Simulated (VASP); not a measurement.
A run of VASP 6.6.1 is set up as follows.

The input INCAR:

```
SYSTEM = Mg7CoS8
ALGO = Normal ; EDIFF = 1E-7
ENCUT = 520 ; GGA = PS
ISIF = 2 ; ISMEAR = 0
ISPIN = 2 ; LASPH = .True.
LCHARG = .False. ; LDAU = .True.
LDAUJ = 0 0 0 ; LDAUL = 2 -1 -1
LDAUPRINT = 1 ; LDAUTYPE = 2
LDAUU = 4 0 0 ; LMAXMIX = 4
LORBIT = 11 ; LREAL = Auto
LWAVE = .False. ; MAGMOM = 2.81 0 0 0 0 0 0 0.03 0 0.04 0.04 0.04 0.04 0.04 0.04 0
NBANDS = 54 ; NELM = 150
PREC = Accurate ; SIGMA = 0.05
```

Contents of KPOINTS:

```
k-points
0
Gamma
  3 3 3
  0 0 0
```

The input POSCAR:

```
Mg7CoS8
1.0
    0.0000000000      5.2033000000      5.2033000000
    5.2033000000      0.0000000000      5.2033000000
    5.2033000000      5.2033000000      0.0000000000
Co Mg S
1 7 8
Direct
    0.0000000000      0.0000000000      1.0000000000
    0.0000000000      0.0000000000      0.5000000000
    0.0000000000      0.5000000000      0.0000000000
    0.0000000000      0.5000000000      0.5000000000
    0.5000000000      0.0000000000      0.0000000000
    0.5000000000      0.0000000000      0.5000000000
    0.5000000000      0.5000000000      0.0000000000
    0.5000000000      0.5000000000      0.5000000000
    0.2500000000      0.2500000000      0.2500000000
    0.2429214956      0.2429214956      0.7570785044
    0.2429214956      0.7570785044      0.2429214956
    0.2429214956      0.7570785044      0.7570785044
    0.7570785044      0.2429214956      0.2429214956
    0.7570785044      0.2429214956      0.7570785044
    0.7570785044      0.7570785044      0.2429214956
    0.7500000000      0.7500000000      0.7500000000
```

Potentials or basis: VASP PAW PBE potentials, release 64 (Co, Mg, S).

Run with:

```sh
$ cat potpaw_PBE.64/Co/POTCAR potpaw_PBE.64/Mg/POTCAR potpaw_PBE.64/S/POTCAR > POTCAR
$ mpirun -np 1 vasp_std > vasp.out
```

Question: Predict the site moments.

Answer: Co +1.44; Mg +0.00, +0.01 (each value once); S -0.00, -0.05 (each value once) μB.

Question: Estimate the largest force.

Answer: 0.040 eV/Å.

Forces on the atoms (eV/Å):
```
Co   0.000  0.000  0.000
Mg   0.000  0.000  0.000
Mg   0.000  0.000  0.000
Mg   0.000  0.000  0.000
Mg   0.000  0.000  0.000
Mg   0.000  0.000  0.000
Mg   0.000  0.000  0.000
Mg   0.000  0.000  0.000
S    0.000  0.000  0.000
S    0.000  0.000 -0.040
S    0.000 -0.040  0.000
S    0.040  0.000  0.000
S   -0.040  0.000  0.000
S    0.000  0.040  0.000
S    0.000  0.000  0.040
S    0.000  0.000  0.000
```

Caveat: the cell stands under tension; the PAW data sets were made with another functional, which shifts forces and pressure a little; a cell with one magnetic atom can't hold antiferromagnetic order, which such compounds often take. The state reached can hang on the start; a lower one may exist.
